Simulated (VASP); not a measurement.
# PbSe (Pm-3m) in VASP: notebook

PbSe is run at these levels: LDA; tasks: single point.

Program: VASP 6.6.1. These are calculated values, not measurements. Logs are shortened: lines on timing, memory, paths and dates and some standing lists are left out, and cuts for length are marked.

## Step 1: The cell of the first run

The structure is cubic, space group Pm-3m (No. 221). Conventional cell: a = 3.883 Å, b = 3.883 Å, c = 3.883 Å, α = 90.00°, β = 90.00°, γ = 90.00°. Pb (site symmetry m-3m) has 8 Se at 3.36 Å and 6 Pb at 3.88 Å within 4.4 Å. Se (site symmetry m-3m) has 8 Pb at 3.36 Å and 6 Se at 3.88 Å within 4.4 Å.

## Step 2: Single point, LDA

Input file INCAR:

```
SYSTEM = PbSe
PREC = Accurate
ENCUT = 500
EDIFF = 1E-6
ISMEAR = -1
SIGMA = 0.05
LREAL = .FALSE.
LASPH = .TRUE.
NELM = 120
ALGO = Normal
ISIF = 2
LWAVE = .FALSE.
LCHARG = .TRUE.
LELF = .TRUE.
LVHAR = .TRUE.
NBANDS = 17
GGA_COMPAT = .FALSE.
```

Input file KPOINTS:

```
Automatic mesh
0
G
  6 6 6
  0 0 0
```

Input file POSCAR:

```
PbSe
1.0
    3.8826577047      0.0000000000      0.0000000000
    0.0000000000      3.8826577047      0.0000000000
    0.0000000000      0.0000000000      3.8826577047
Pb Se
1 1
Direct
    0.0000000000      0.0000000000      0.0000000000
    0.5000000000      0.5000000000      0.5000000000
```

Potentials or basis: VASP PAW LDA potentials, release 64 (Pb_d, Se).

On the command line:

```sh
cat potpaw_LDA.64/Pb_d/POTCAR potpaw_LDA.64/Se/POTCAR > POTCAR
mpirun -np 1 vasp_std > vasp.out
```

OUTCAR:

```text
SYSTEM = PbSe
   PREC = Accurate
   ENCUT = 500
   EDIFF = 1E-6
   ISMEAR = -1
   LREAL = .FALSE.
   LASPH = .TRUE.
   NELM = 120
   ISIF = 2

 ion  position               nearest neighbor table
   1  0.000  0.000  0.000-   2 3.36   2 3.36   2 3.36   2 3.36   2 3.36   2 3.36   2 3.36   2 3.36

   2  0.500  0.500  0.500-   1 3.36   1 3.36   1 3.36   1 3.36   1 3.36   1 3.36   1 3.36   1 3.36

  LATTYP: Found a simple cubic cell.
 ALAT       =     3.8826577047

  Lattice vectors:

 A1 = (   3.8826577047,   0.0000000000,   0.0000000000)
 A2 = (   0.0000000000,   3.8826577047,   0.0000000000)
 A3 = (   0.0000000000,   0.0000000000,   3.8826577047)

Analysis of symmetry for initial positions (statically):
=====================================================================
 Subroutine PRICEL returns:
 Original cell was already a primitive cell.

 Routine SETGRP: Setting up the symmetry group for a
 simple cubic supercell.

 Subroutine GETGRP returns: Found 48 space group operations
 (whereof 48 operations were pure point group operations)
 out of a pool of 48 trial point group operations.

The static configuration has the point symmetry O_h .

Analysis of symmetry for dynamics (positions and initial velocities):
=====================================================================
 Subroutine PRICEL returns:
 Original cell was already a primitive cell.

 Routine SETGRP: Setting up the symmetry group for a
 simple cubic supercell.

 Subroutine GETGRP returns: Found 48 space group operations
 (whereof 48 operations were pure point group operations)
 out of a pool of 48 trial point group operations.

The dynamic configuration has the point symmetry O_h .

 Subroutine INISYM returns: Found 48 space group operations
 (whereof 48 operations are pure point group operations),
 and found     1 'primitive' translations

----------------------------------------------------------------------------------------

                                     Primitive cell

  volume of cell :      58.5312

  direct lattice vectors                    reciprocal lattice vectors
     3.882657705  0.000000000  0.000000000     0.257555540  0.000000000  0.000000000
     0.000000000  3.882657705  0.000000000     0.000000000  0.257555540  0.000000000
     0.000000000  0.000000000  3.882657705     0.000000000  0.000000000  0.257555540

  length of vectors
     3.882657705  3.882657705  3.882657705     0.257555540  0.257555540  0.257555540

  position of ions in fractional coordinates (direct lattice)
     0.000000000  0.000000000  0.000000000
     0.500000000  0.500000000  0.500000000

  ion indices of the primitive-cell ions
   primitive index   ion index
                 1           1
                 2           2

----------------------------------------------------------------------------------------

 KPOINTS: Automatic mesh

Automatic generation of k-mesh.
 Grid dimensions read from file:
 generate k-points for:    6    6    6

 Generating k-lattice:

  Cartesian coordinates                     Fractional coordinates (reciprocal lattice)
     0.042925923  0.000000000  0.000000000     0.166666667  0.000000000  0.000000000
     0.000000000  0.042925923  0.000000000     0.000000000  0.166666667  0.000000000
     0.000000000  0.000000000  0.042925923     0.000000000  0.000000000  0.166666667

  Length of vectors
     0.042925923  0.042925923  0.042925923

  Shift w.r.t. Gamma in fractional coordinates (k-lattice)
     0.000000000  0.000000000  0.000000000

 Subroutine IBZKPT returns following result:
 ===========================================

 Found     20 irreducible k-points:

 Following reciprocal coordinates:
            Coordinates               Weight
  0.000000  0.000000  0.000000      1.000000
  0.166667  0.000000  0.000000      6.000000
  0.333333  0.000000  0.000000      6.000000
  0.500000  0.000000  0.000000      3.000000
  0.166667  0.166667  0.000000     12.000000
  0.333333  0.166667  0.000000     24.000000
[... 12 lines left out ...]
  0.500000  0.500000  0.333333      6.000000
  0.500000  0.500000  0.500000      1.000000
   k-points           NKPTS =     20   k-points in BZ     NKDIM =     20   number of bands    NBANDS=     17
   number of dos      NEDOS =    301   number of ions     NIONS =      2
   total plane-waves  NPLWV =  21952
   dimension x,y,z NGX =    28 NGY =   28 NGZ =   28
   dimension x,y,z NGXF=    56 NGYF=   56 NGZF=   56
   ions per type =               1   1
   NGX,Y,Z   is equivalent  to a cutoff of  11.99, 11.99, 11.99 a.u.
   NGXF,Y,Z  is equivalent  to a cutoff of  23.98, 23.98, 23.98 a.u.
 SYSTEM =  PbSe
   PREC   = accura    normal or accurate (medium, high low for compatibility)
   ISTART =      0    job   : 0-new  1-cont  2-samecut
   ICHARG =      2    charge: 1-file 2-atom 10-const
   ISPIN  =      1    spin polarized calculation?
   LNONCOLLINEAR =      F non collinear calculations
   LSORBIT =      F    spin-orbit coupling
   LASPH  =      T    aspherical Exc in radial PAW
   ENCUT  =  500.0 eV  36.75 Ry    6.06 a.u.   7.08  7.08  7.08*2*pi/ulx,y,z
   NELM   =    120;   NELMIN=  2; NELMDL= -5     # of ELM steps
   EDIFF  = 0.1E-05   stopping-criterion for ELM
   LREAL  =      F    real-space projection
   EDIFFG = 0.1E-04   stopping-criterion for IOM
   NSW    =      0    number of steps for IOM
   IBRION =     -1    ionic relax: 0-MD 1-quasi-New 2-CG
   NFREE  =      0    steps in history (QN), initial steepest desc. (CG)
   ISIF   =      2    stress and relaxation
   ISYM   =      2    0-nonsym 1-usesym 2-fastsym
   POTIM  = 0.5000    time-step for ionic-motion
   TEBEG  =    0.0;   TEEND  =   0.0 temperature during run
   PSTRESS=    0.0 pullay stress
   NELECT =      20.0000    total number of electrons
   NUPDOWN=      -1.0000    fix difference up-down
   EMIN   =  10.00;   EMAX   =-10.00  energy-range for DOS
   EFERMI =   0.00;   METHOD = LEGACY
   ISMEAR =    -1;   SIGMA  =   0.05  broadening in eV -4-tet -1-fermi 0-gaus
   EFERMI_NEDOS =   21; number of points for ismear=-14 and -15
   IALGO  =     38    algorithm
   IMIX   =      4    mixing-type and parameters
     AMIX     =   0.40;   BMIX     =  1.00
     AMIX_MAG =   1.60;   BMIX_MAG =  1.00
  volume/ion in A,a.u.               =      29.27       197.49
  Fermi-wavevector in a.u.,A,eV,Ry     =   1.144517  2.162824 17.822544  1.309920
  Thomas-Fermi vector in A             =   2.281209
   LORBIT       =      0    0 simple, 1 ext, 2 COOP (PROOUT), +10 PAW based schemes
   GGA     = CA    functional components
   LHFCALC =     F    Hartree Fock is set to
   AEXX    =    0.0000 exact exchange contribution
   IVDW    =     0    specifies the selected vdW correction
   LEPSILON=     F    determine dielectric tensor
   LRPA    =     F    only Hartree local field effects (RPA)
 non-spin polarized calculation
  energy-cutoff  :      500.00
  volume of cell :       58.53
 maximum number of plane-waves:      1503
   NGX = 15   NGY = 15   NGZ = 15

 number of electron      19.9999995 magnetization

 Free energy of the ion-electron system (eV)
  ---------------------------------------------------
  ext. energy  EPLUGINS =         0.00000000
  ---------------------------------------------------
  free energy    TOTEN  =        -8.80980793 eV

  energy without entropy =       -8.79956064  energy(sigma->0) =       -8.80468428

 E-fermi :   4.4440     XC(G=0):  -9.8878

 val. band max:        4.4430792908   @ k =   0.1667   0.1667   0.1667
 cond. band min:       4.5189256580   @ k =   0.5000   0.3333   0.3333
 fundamental gap:      0.0758463672
 Fermi energy:         4.4440011505

 k-point     1 :       0.0000    0.0000    0.0000
  band No.  band energies     occupation
      1     -12.4973      2.00000
      2     -12.4973      2.00000
      3     -12.3800      2.00000
      4     -12.3800      2.00000
      5     -12.3800      2.00000
      6      -8.3680      2.00000
[... 9 lines left out ...]
     16      14.5823      0.00000
     17      16.8773      0.00000

 k-point     2 :       0.1667    0.0000    0.0000
  band No.  band energies     occupation
      1     -12.4961      2.00000
      2     -12.4744      2.00000
      3     -12.3879      2.00000
      4     -12.3879      2.00000
      5     -12.3793      2.00000
      6      -8.1951      2.00000
[... 9 lines left out ...]
     16      15.7120      0.00000
     17      15.9343      0.00000

 k-point     3 :       0.3333    0.0000    0.0000
  band No.  band energies     occupation
      1     -12.4937      2.00000
      2     -12.4288      2.00000
      3     -12.4039      2.00000
      4     -12.4039      2.00000
      5     -12.3778      2.00000
      6      -7.7695      2.00000
[... 9 lines left out ...]
     16      13.9946      0.00000
     17      16.5907      0.00000

 k-point     4 :       0.5000    0.0000    0.0000
  band No.  band energies     occupation
      1     -12.4924      2.00000
      2     -12.4118      2.00000
      3     -12.4118      2.00000
      4     -12.4060      2.00000
      5     -12.3771      2.00000
      6      -7.4882      2.00000
[... 9 lines left out ...]
     16      16.7918      0.00000
     17      17.1814      0.00000
[... 263 lines left out ...]
      1     -12.4465      2.00000
      2     -12.4384      2.00000
      3     -12.4276      2.00000
      4     -12.3853      2.00000
      5     -12.3615      2.00000
      6      -6.9157      2.00000
[... 9 lines left out ...]
     16      15.5320      0.00000
     17      19.0729      0.00000

 k-point    19 :       0.5000    0.5000    0.3333
  band No.  band energies     occupation
      1     -12.4539      2.00000
      2     -12.4371      2.00000
      3     -12.4371      2.00000
      4     -12.3730      2.00000
      5     -12.3485      2.00000
      6      -6.8395      2.00000
[... 9 lines left out ...]
     16      16.4378      0.00000
     17      19.0456      0.00000

 k-point    20 :       0.5000    0.5000    0.5000
  band No.  band energies     occupation
      1     -12.4474      2.00000
      2     -12.4474      2.00000
      3     -12.4474      2.00000
      4     -12.3480      2.00000
      5     -12.3480      2.00000
      6      -6.7851      2.00000
[... 9 lines left out ...]
     16      17.2902      0.00000
     17      20.8015      0.00000

------------------------ aborting loop because EDIFF is reached ----------------------------------------

  FORCE on cell =-STRESS in cart. coord.  units (eV):
  Direction    XX          YY          ZZ          XY          YZ          ZX
  --------------------------------------------------------------------------------------
  -------------------------------------------------------------------------------------
  Total       -2.6136646     -2.6136646     -2.6136646      0.0000000      0.0000000      0.0000000
  in kB      -71.5439835    -71.5439835    -71.5439835      0.0000000      0.0000000      0.0000000
  external PRESSURE =     -71.5439835 kB  Pullay stress =       0.0000000 kB

 VOLUME and BASIS-vectors are now :
 -----------------------------------------------------------------------------
  energy-cutoff  :      500.00
  volume of cell :       58.53
      direct lattice vectors                 reciprocal lattice vectors
     3.882657705  0.000000000  0.000000000     0.257555540  0.000000000  0.000000000
     0.000000000  3.882657705  0.000000000     0.000000000  0.257555540  0.000000000
     0.000000000  0.000000000  3.882657705     0.000000000  0.000000000  0.257555540

 POSITION                                       TOTAL-FORCE (eV/Angst)
 -----------------------------------------------------------------------------------
      0.00000      0.00000      0.00000         0.000000      0.000000      0.000000
      1.94133      1.94133      1.94133         0.000000      0.000000      0.000000
 -----------------------------------------------------------------------------------
    total drift:                               -0.000000      0.000000      0.000000

  FREE ENERGIE OF THE ION-ELECTRON SYSTEM (eV)
  ---------------------------------------------------
  free  energy   TOTEN  =        -8.8098079286 eV

  energy  without entropy=       -8.7995606387  energy(sigma->0) =       -8.80468428
```

It took 28 s on 1 thread of Intel Xeon 8259CL, shared host; peak memory 0.15 GiB.

Results:

```yaml
Free_energy: -8.8098 eV
Pressure: -7.2 GPa
Band_gap_on_the_k_mesh: zero (bands 10 and 11 overlap by 0.54 eV)
```

Caveat: the cell stands under tension; semilocal functionals underestimate gaps, so a narrow gap can read as zero; spin-orbit coupling is left out, which moves the levels of the heavy elements.

## Step 3: Single point, LDA

This run uses another cell than the first one, of 30.35 Å³/atom.

Input file INCAR:

```
SYSTEM = PbSe
ALGO = Normal
EDIFF = 1E-6
ENCUT = 500
GGA_COMPAT = .False.
ISIF = 2
ISMEAR = -1
LASPH = .True.
LCHARG = .False.
LREAL = .False.
LWAVE = .False.
NBANDS = 17
NELM = 120
PREC = Accurate
SIGMA = 0.05
```

Input file KPOINTS:

```
k-points
0
Gamma
  6 6 6
  0 0 0
```

Input file POSCAR:

```
PbSe
1.0
    3.9300118559      0.0000000000      0.0000000000
    0.0000000000      3.9300118559      0.0000000000
    0.0000000000      0.0000000000      3.9300118559
Pb Se
1 1
Direct
    0.0000000000      0.0000000000      0.0000000000
    0.5000000000      0.5000000000      0.5000000000
```

Potentials or basis: VASP PAW LDA potentials, release 64 (Pb_d, Se).

On the command line:

```sh
cat potpaw_LDA.64/Pb_d/POTCAR potpaw_LDA.64/Se/POTCAR > POTCAR
mpirun -np 1 vasp_std > vasp.out
```

OUTCAR:

```text
SYSTEM = PbSe
   EDIFF = 1E-6
   ENCUT = 500
   ISIF = 2
   ISMEAR = -1
   LASPH = .True.
   LREAL = .False.
   NELM = 120
   PREC = Accurate

 ion  position               nearest neighbor table
   1  0.000  0.000  0.000-   2 3.40   2 3.40   2 3.40   2 3.40   2 3.40   2 3.40   2 3.40   2 3.40

   2  0.500  0.500  0.500-   1 3.40   1 3.40   1 3.40   1 3.40   1 3.40   1 3.40   1 3.40   1 3.40

  LATTYP: Found a simple cubic cell.
 ALAT       =     3.9300118559

  Lattice vectors:

[... 581 lines left out ...]

  FORCE on cell =-STRESS in cart. coord.  units (eV):
  Direction    XX          YY          ZZ          XY          YZ          ZX
  --------------------------------------------------------------------------------------
  -------------------------------------------------------------------------------------
  Total       -3.0416685     -3.0416685     -3.0416685     -0.0000000     -0.0000000     -0.0000000
  in kB      -80.2861963    -80.2861963    -80.2861963     -0.0000000     -0.0000000     -0.0000000
  external PRESSURE =     -80.2861963 kB  Pullay stress =       0.0000000 kB

 VOLUME and BASIS-vectors are now :
 -----------------------------------------------------------------------------
  energy-cutoff  :      500.00
  volume of cell :       60.70
      direct lattice vectors                 reciprocal lattice vectors
     3.930011856  0.000000000  0.000000000     0.254452159  0.000000000  0.000000000
     0.000000000  3.930011856  0.000000000     0.000000000  0.254452159  0.000000000
     0.000000000  0.000000000  3.930011856     0.000000000  0.000000000  0.254452159

 POSITION                                       TOTAL-FORCE (eV/Angst)
 -----------------------------------------------------------------------------------
      0.00000      0.00000      0.00000         0.000000      0.000000      0.000000
      1.96501      1.96501      1.96501         0.000000      0.000000      0.000000
 -----------------------------------------------------------------------------------
    total drift:                                0.000000     -0.000000     -0.000000

  FREE ENERGIE OF THE ION-ELECTRON SYSTEM (eV)
  ---------------------------------------------------
  free  energy   TOTEN  =        -8.7075405308 eV

  energy  without entropy=       -8.6983301810  energy(sigma->0) =       -8.70293536
```

OSZICAR:

```text
N       E                     dE             d eps       ncg     rms          rms(c)
DAV:   1     0.154290458697E+03    0.15429E+03   -0.92209E+03   696   0.114E+03
DAV:   2     0.249190521363E+01   -0.15180E+03   -0.14598E+03   724   0.306E+02
DAV:   3    -0.894249289962E+01   -0.11434E+02   -0.11302E+02   852   0.876E+01
DAV:   4    -0.923419734959E+01   -0.29170E+00   -0.29141E+00   859   0.157E+01
DAV:   5    -0.924352435562E+01   -0.93270E-02   -0.93264E-02   939   0.278E+00    0.284E+00
DAV:   6    -0.872352253888E+01    0.52000E+00   -0.14061E+00   969   0.689E+00    0.141E+00
DAV:   7    -0.871413975571E+01    0.93828E-02   -0.86681E-02   763   0.138E+00    0.833E-01
DAV:   8    -0.870858274828E+01    0.55570E-02   -0.21408E-02   760   0.107E+00    0.216E-01
DAV:   9    -0.870761120976E+01    0.97154E-03   -0.67287E-03   930   0.457E-01    0.824E-02
DAV:  10    -0.870779398579E+01   -0.18278E-03   -0.22727E-03   952   0.258E-01    0.713E-02
DAV:  11    -0.870753790085E+01    0.25608E-03   -0.73280E-04   978   0.144E-01    0.876E-03
DAV:  12    -0.870754057418E+01   -0.26733E-05   -0.36016E-05   736   0.287E-02    0.339E-03
DAV:  13    -0.870754053080E+01    0.43383E-07   -0.16871E-06   599   0.708E-03
   1 F= -.87075405E+01 E0= -.87029354E+01  d E =-.921035E-02
```

stdout:

```text
POSCAR found type information on POSCAR PbSe
 POSCAR found :  2 types and       2 ions
 scaLAPACK will be used
 LDA part: xc-table for (Slater(with rela. corr.)+CA(PZ))
 , standard interpolation
 POSCAR, INCAR and KPOINTS ok, starting setup
 FFT: planning ... GRIDC
 FFT: planning ... GRID_SOFT
 FFT: planning ... GRID
 WAVECAR not read
 entering main loop
```

Wall time 30 s (1 thread of Intel Xeon 8259CL, shared host); peak memory 0.16 GiB.

What came out:

- Free energy: -8.7075 eV
- Pressure: -8.0 GPa
- Band gap on the k mesh: zero (bands 10 and 11 overlap by 0.47 eV)

Caveat: the cell stands under tension; semilocal functionals underestimate gaps, so a narrow gap can read as zero; spin-orbit coupling is left out, which moves the levels of the heavy elements.
